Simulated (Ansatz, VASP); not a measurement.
Two plane-wave programs on CdF2

```xyz
3
Lattice="0.0000 2.6940 2.6940 2.6940 0.0000 2.6940 2.6940 2.6940 0.0000" Properties=species:S:1:pos:R:3 pbc="T T T"
Cd    0.0000    0.0000    0.0000
F     1.3470    1.3470    1.3470
F     4.0410    4.0410    4.0410
```

Alike in both runs: functional r2SCAN; k mesh 8 × 8 × 8; no spin polarisation.

Ansatz relaxed the structure, and its values are those at the end. VASP's run is a single point on that final structure, the one shown.

|  | VASP | Ansatz |
| --- | --- | --- |
| version | VASP 6.6.1 | Ansatz 0.2.0 |
| potentials or method | VASP PAW PBE potentials, release 64 (Cd, F), cutoff 520 eV | scalar-relativistic, plane waves, PAW |
| occupations | gaussian, width 0.01 eV | fixed |
| valence electrons in the cell | 26 | 34 |

VASP gave:

```
gap on the k mesh at the Fermi level (eV) : 3.75
least direct gap on the mesh (eV)         : 4.25
pressure (GPa)                            : 1.0
```

Task: What did Ansatz give for the same quantities?

Result: gap on the k mesh at the Fermi level (eV): 3.79; least direct gap on the mesh (eV): 4.30; pressure (GPa): 0.0.

VASP's potentials were made for PBE, not for r2SCAN. VASP's potentials hold 26 valence electrons a cell and Ansatz's 34, so a difference there can come from the potentials and not from the codes.
